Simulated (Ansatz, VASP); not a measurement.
# One calculation of Co, two programs

```
CELL_PARAMETERS angstrom
2.48736 0.00000 0.00000
-1.24368 2.15412 0.00000
0.00000 0.00000 4.06329
ATOMIC_POSITIONS crystal
Co 0.66667 0.33333 0.25986
Co 0.33333 0.66667 0.74014
```

Alike in both runs: task single point; functional PBEsol; k mesh 13 × 13 × 7; occupations fermi-dirac, width 0.1 eV; collinear spin.

|  | VASP | Ansatz |
| --- | --- | --- |
| version | VASP 6.6.1 | Ansatz 0.2.0 |
| potentials or method | VASP PAW PBE potentials, release 64 (Co) | plane waves, PAW |
| plane-wave cutoff (eV) | 520 | 420 |
| valence electrons in the cell | 18 | 34 |

|  | VASP | Ansatz | Ansatz less VASP |
| --- | --- | --- | --- |
| gap on the k mesh at the Fermi level (eV) | none | none | - |
| net moment per atom (μB) | 1.60 | 1.61 | +0.006 |
| size of the moment on the site where the two differ most (μB) | 1.62 | 1.68 | +0.061 |

VASP's potentials were made for PBE, not for PBEsol. Site moments also hang on the region over which each program counts them. A gap of «none» marks a metal or a gap that the smearing closes. VASP's potentials hold 18 valence electrons a cell and Ansatz's 34, so a difference there can come from the potentials and not from the codes.
